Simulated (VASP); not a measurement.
Crystal: Mg2Ge3N.

```
Mg Ge N
1.0
     3.57389    0.00000    0.00000
     0.00000    3.57389    0.00000
     0.00000    0.00000    7.88815
Mg Ge N
2 3 1
Direct
  0.00000 0.50000 0.73650
  0.50000 0.00000 0.26350
  0.50000 0.50000 0.00000
  0.00000 0.50000 0.38350
  0.50000 0.00000 0.61650
  0.00000 0.00000 0.00000
```

The cell was generated, and may not be a known phase.

| Quantity | Value |
| --- | --- |
| Program | VASP 6.6.1 |
| Task | relaxation of cell and atoms |
| Functional | PBE |
| Potentials or basis | VASP PAW PBE potentials, release 64 (Mg, Ge_d, N) |
| Cutoff | 600 eV |
| k mesh | 6 × 6 × 2 |
| Occupations | gaussian, width 0.1 eV |
| Spin | no spin polarisation |

At the start: pressure 0.3 GPa; volume 16.79 Å³/atom.

**Question.** How do energy, volume and symmetry change on relaxing?

**Answer.** Over 12 steps the energy falls by 233.0 meV/atom and the volume is 16.82 Å³/atom (+0.1 %); space group P-4m2 (No. 115, to 0.1 Å) before and after.

Step by step:
```
step  energy change (eV)  largest force (eV/Å)  pressure (GPa)  volume (Å³)
   1              0.0000                1.3841            0.26       100.75
   2             -0.2885                1.1534           -0.52       101.12
   3             -0.9941                0.8607           -1.49       101.93
   4             -0.5871                2.4114            5.76       102.27
   5             -1.1964                0.6805           -0.24       102.23
   6             -1.3506                0.5216            0.44       101.65
   7             -1.3509                0.5162            0.51       101.62
   8             -1.3812                0.1652           -1.05       103.25
   9             -1.3813                0.1246           -1.44       103.45
  10             -1.3967                0.0970           -0.05       101.03
  11             -1.3967                0.0955           -0.08       101.09
  12             -1.3980                0.0195           -0.03       100.90
```

Final structure:
```
Mg Ge N
1.0
     3.30673    0.00000    0.00000
     0.00000    3.30673    0.00000
     0.00000    0.00000    9.22764
Mg Ge N
2 3 1
Direct
  0.00000 0.50000 0.77783
  0.50000 0.00000 0.22217
  0.50000 0.50000 0.00000
  0.00000 0.50000 0.42039
  0.50000 0.00000 0.57961
  0.00000 0.00000 0.00000
```

Caveat: the k points lie up to 0.34 Å⁻¹ apart in the final cell, too coarse for converged energies and pressures of a metal; a cell axis changed by over 15 % at a fixed basis, so the end point is rough.
